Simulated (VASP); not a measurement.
Input of a VASP 6.6.1 run:

INCAR

```
SYSTEM = Be17Se16
PREC = Accurate ; ENCUT = 520
EDIFF = 1E-6 ; ISMEAR = 0
SIGMA = 0.01 ; LREAL = Auto
LASPH = .True. ; NELM = 200
ALGO = Normal ; ISIF = 2
LWAVE = .False. ; LCHARG = .False.
ISPIN = 2 ; MAGMOM = 0 0 0.091 0 0 0.091 0 0 0.091 0 0 0 0 0 0.091 0 0.091 0.091 0 0.091 0 0.091 0.091 0 0 0 0 0.091 0 0 0 0.091 0
LORBIT = 11 ; GGA = PS
NELECT = 129.0 ; NBANDS = 91
GGA_COMPAT = .False.
```

The input KPOINTS:

```
Automatic mesh
0
Gamma
  2 2 2
  0.5 0.5 0.5
```

POSCAR

```
Be17Se16
1.0
   -5.1287175262     -5.1287175262     -5.1287175262
   -5.1287175262      5.1287175262      5.1287175262
    5.1287175262      5.1287175262     -5.1287175262
Be Se
17 16
Direct
    0.7528124893      0.0000000000      0.2509166272
    0.5009166272      0.0000000000      0.5028124893
    0.2500000000      0.0000000000      0.7413669336
    0.7471875107      0.4971875107      0.7481041379
    0.7528124893      0.2509166272      0.0000000000
    0.5086330664      0.2586330664      0.2586330664
    0.2500000000      0.2509166272      0.5028124893
   -0.0009166272      0.2518958621      0.7490833728
   -0.0086330664      0.0000000000      0.0000000000
    0.7471875107      0.7481041379      0.4971875107
    0.5018958621      0.7490833728      0.7490833728
    0.5009166272      0.5028124893      0.0000000000
    0.2500000000      0.5028124893      0.2509166272
   -0.0018958621      0.4971875107      0.4971875107
    0.2500000000      0.7413669336      0.0000000000
   -0.0009166272      0.7490833728      0.2518958621
    0.2500000000      0.0000000000      0.0000000000
    0.5010412737      0.0000000000      0.2510412737
    0.2500000000      0.0000000000      0.4965150579
   -0.0010412737      0.0000000000      0.7489587263
    0.5000000000      0.5000000000      0.7500000000
    0.5010412737      0.2510412737      0.0000000000
    0.2500000000      0.2510412737      0.2510412737
    0.0000000000      0.2500000000      0.5000000000
    0.7500000000      0.2500000000      0.7500000000
    0.7465150579      0.0000000000      0.0000000000
    0.5000000000      0.7500000000      0.5000000000
    0.2500000000      0.7489587263      0.7489587263
    0.2500000000      0.4965150579      0.0000000000
    0.0000000000      0.5000000000      0.2500000000
    0.7534849421      0.5034849421      0.5034849421
   -0.0010412737      0.7489587263      0.0000000000
    0.7500000000      0.7500000000      0.2500000000
```

Potentials or basis: VASP PAW PBE potentials, release 64 (Be, Se).

The run is started by

```bash
$ cat potpaw_PBE.64/Be/POTCAR potpaw_PBE.64/Se/POTCAR > POTCAR
$ mpirun -np 1 vasp_std > vasp.out
```

Task: What does it give for the net moment?

Result: 0.50 μB per cell.

Task: What does it give for the largest force?

Result: 0.055 eV/Å.

Task: Predict the site moments.

Result: Be +0.01, +0.00, +0.10 (each value once); Se +0.01, +0.00 (each value once) μB.

Forces on the atoms (eV/Å):
```
Be   0.002  0.002 -0.028
Be  -0.002 -0.002 -0.028
Be  -0.026 -0.026  0.026
Be   0.028  0.002 -0.002
Be  -0.028  0.002  0.002
Be  -0.026  0.026 -0.026
Be  -0.002  0.028  0.002
Be   0.002 -0.002  0.028
Be   0.026  0.026  0.026
Be  -0.002  0.002  0.028
Be   0.002 -0.028  0.002
Be  -0.028 -0.002 -0.002
Be   0.002  0.028 -0.002
Be  -0.002 -0.028 -0.002
Be   0.026 -0.026 -0.026
Be   0.028 -0.002  0.002
Be   0.000  0.000  0.000
Se   0.000  0.000  0.055
Se   0.005  0.005 -0.005
Se   0.000  0.000 -0.055
Se   0.000  0.000  0.000
Se   0.055  0.000  0.000
Se   0.000 -0.055  0.000
Se   0.000  0.000  0.000
Se   0.000  0.000  0.000
Se  -0.005 -0.005 -0.005
Se   0.000  0.000  0.000
Se   0.000  0.055  0.000
Se  -0.005  0.005  0.005
Se   0.000  0.000  0.000
Se   0.005 -0.005  0.005
Se  -0.055  0.000  0.000
Se   0.000  0.000  0.000
```

Caveat: the k points lie up to 0.43 Å⁻¹ apart; the cell carries a net charge on a neutralising background, which shifts energy and pressure; the cell differs from its parent crystal (with an interstitial atom, then relaxed in part); the PAW data sets were made with another functional, which shifts forces and pressure a little.
